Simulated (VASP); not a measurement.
Input of a VASP 6.6.1 run:

File INCAR:

```
PREC = Accurate ; ENCUT = 520
EDIFF = 1E-6 ; ISMEAR = 0
SIGMA = 0.1 ; LREAL = False
LASPH = True ; NELM = 100
ALGO = Normal ; ISIF = 2
LWAVE = False ; LCHARG = False
GGA = PE ; NBANDS = 56
```

Contents of KPOINTS:

```
Automatic mesh
0
Gamma
  9 9 6
```

Contents of POSCAR:

```
Ge5I3
1.0
    6.7108910248      0.0000000000      0.0000000000
   -3.3554455124      5.8118021095      0.0000000000
    0.0000000000      0.0000000000      5.8921170190
Ge I
5 3
Direct
    0.5000000000      0.0000000000      0.5000000000
    0.0000000000      0.5000000000      0.5000000000
    0.5000000000      0.5000000000      0.5000000000
    0.0000000000      0.0000000000      0.7105813238
    0.0000000000      0.0000000000      0.2894186762
    0.5000000000      0.0000000000      0.0000000000
    0.0000000000      0.5000000000      0.0000000000
    0.5000000000      0.5000000000      0.0000000000
```

Potentials or basis: VASP PAW PBE potentials, release 64 (Ge_d, I).

Command:

```sh
$ cat potpaw_PBE.64/Ge_d/POTCAR potpaw_PBE.64/I/POTCAR > POTCAR
$ mpirun -np 1 vasp_std > vasp.out
```

(1) What does it give for the band gap on the k mesh?

(2) Predict the pressure.

(3) What does it give for the largest force?

Results:

(1) zero (an odd number of electrons rules out a gap without spin polarisation).

(2) 0.0 GPa.

(3) 0.004 eV/Å.

Caveat: spin-orbit coupling is left out, which moves the levels of the heavy elements; an odd number of electrons without spin polarisation forces a metal; a magnetic or distorted state may lie lower.
